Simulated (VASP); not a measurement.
A run of VASP 6.6.1 is set up as follows.

File INCAR:

```
PREC     = Accurate       # precision mode
ENCUT    = 690            # plane-wave cutoff, eV
EDIFF    = 1E-6           # SCF threshold, eV
ISMEAR   = -1             # smearing method
SIGMA    = 0.05           # smearing width, eV
LREAL    = False          # projectors in reciprocal space
LASPH    = True           # aspherical terms in the spheres
NELM     = 200            # most SCF steps
ALGO     = Normal         # electronic algorithm
ISIF     = 2              # what is computed and relaxed
LWAVE    = False          # write WAVECAR
LCHARG   = False          # write CHGCAR
ISPIN    = 2              # spin polarisation
MAGMOM   = 0.5 0.5        # initial moments
LORBIT   = 11             # projections on sites
NUPDOWN  = 1.0            # fixed moment
LMAXMIX  = 4              # l up to which the mixer works
GGA      = PS             # functional
NBANDS   = 28             # bands
GGA_COMPAT= False
```

KPOINTS

```
regular mesh
0
Gamma
  10 10 6
```

POSCAR

```
Co
1.0
    2.4719999032      0.0000000000      0.0000000000
   -1.2359999516      2.1408147143      0.0000000000
    0.0000000000      0.0000000000      4.0211440800
Co
2
Direct
    0.6666666667      0.3333333333      0.7500000000
    0.3333333333      0.6666666667      0.2500000000
```

Potentials or basis: VASP PAW PBE potentials, release 64 (Co_sv).

Run with:

```sh
$ cat potpaw_PBE.64/Co_sv/POTCAR > POTCAR
$ mpirun -np 1 vasp_std > vasp.out
```

(1) What does it give for the pressure?

Answers

(1) -17.6 GPa.

Caveat: the cell stands under tension; the PAW data sets were made with another functional, which shifts forces and pressure a little; the total moment is fixed, so each spin has its own Fermi level and the state may be an excited one.
